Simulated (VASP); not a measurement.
Write the native input for VASP 6.6.1 that does the following.

- Task: relaxation of cell and atoms
- Functional: PBE
- Potentials or basis: VASP PAW PBE potentials, release 64 (Ni, Si)
- Cutoff: 600 eV
- k mesh: 14 × 14 × 14
- Occupations: fermi-dirac, width 0.1 eV
- Spin: no spin polarisation
- Target pressure: 0.087 GPa
- Dipole correction: no
- Further INCAR settings: ALGO = Normal; EDIFF = 1e-07; IBRION = 2; EDIFFG = -0.005; NSW = 32; ISIF = 3

The structure of SiNi (CsCl type) lies in POSCAR:

```
SiNi
1.0
    2.8377052097      0.0000000000      0.0000000000
    0.0000000000      2.8377052097      0.0000000000
    0.0000000000      0.0000000000      2.8377052097
Ni Si
1 1
Direct
    0.0000000000      0.0000000000      0.0000000000
    0.5000000000      0.5000000000      0.5000000000
```

These files were run (other wordings do the same):

INCAR

```
ALGO = Normal ; EDIFF = 1E-7
EDIFFG = -0.005 ; ENCUT = 600
GGA = PE ; IBRION = 2
ISIF = 3 ; ISMEAR = -1
LASPH = True ; LCHARG = False
LREAL = False ; LWAVE = False
NELM = 100 ; NSW = 32
PREC = Accurate ; PSTRESS = 0.8699999999999999
SIGMA = 0.1
```

KPOINTS

```
k-points
0
Gamma
  14 14 14
```

Potentials or basis: VASP PAW PBE potentials, release 64 (Ni, Si).

Launch:

```console
$ cat potpaw_PBE.64/Ni/POTCAR potpaw_PBE.64/Si/POTCAR > POTCAR
$ mpirun -np 1 vasp_std > vasp.out
```

Results of the run:

```json
{"Pressure after relaxing": "0.1 GPa", "Band gap on the k mesh": "zero (band 7 reaches 14.37 eV, above the bottom of band 8 at 11.17 eV)"}
```

Caveat: the relaxation stopped at its first step, so nothing moved; the cell is relaxed towards a set pressure, so the enthalpy falls and the energy may rise.

Run time: 17 s on 1 thread of AMD EPYC 9R45 96-Core Processor (Zen 5) (shared host), peak memory 0.14 GiB.
